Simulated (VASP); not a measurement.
The system is Cu.

```xyz
1
Lattice="-1.5131 1.5131 1.5131 1.5131 -1.5131 1.5131 1.5131 1.5131 -1.5131" Properties=species:S:1:pos:R:3 pbc="T T T"
Cu    0.0000    0.0000    0.0000
```

```yaml
Program: VASP 6.6.1
Task: relaxation of cell and atoms
Functional: PBEsol
Potentials_or_basis: VASP PAW PBE potentials, release 64 (Cu)
Cutoff: 600 eV
k_mesh: 10 × 10 × 10
Occupations: gaussian, width 0.1 eV
Spin: no spin polarisation
```

At the start: pressure -19.2 GPa; volume 13.86 Å³/atom.

Q: How do energy, volume and symmetry change on relaxing?

A: Over 3 steps the energy falls by 181.1 meV/atom and the volume is 11.40 Å³/atom (-17.8 %); space group Im-3m (No. 229, to 0.05 Å).

Step by step:
```
step  energy change (eV)  largest force (eV/Å)  pressure (GPa)  volume (Å³)
   1              0.0000                0.0000          -19.23        13.86
   2             -0.1624                0.0000           10.30        10.78
   3             -0.1811                0.0000           -0.05        11.40
```

Final structure:
```yaml
crystal:
  lattice:
    - [-1.41761, 1.41761, 1.41761]
    - [1.41761, -1.41761, 1.41761]
    - [1.41761, 1.41761, -1.41761]
  atoms:
    - { symbol: Cu, position: [0.00000, 0.00000, 0.00000] }
```

Caveat: the volume moved by over 15 % at a fixed basis, so the end points are rough; the PAW data sets were made with another functional, which shifts forces and pressure a little.
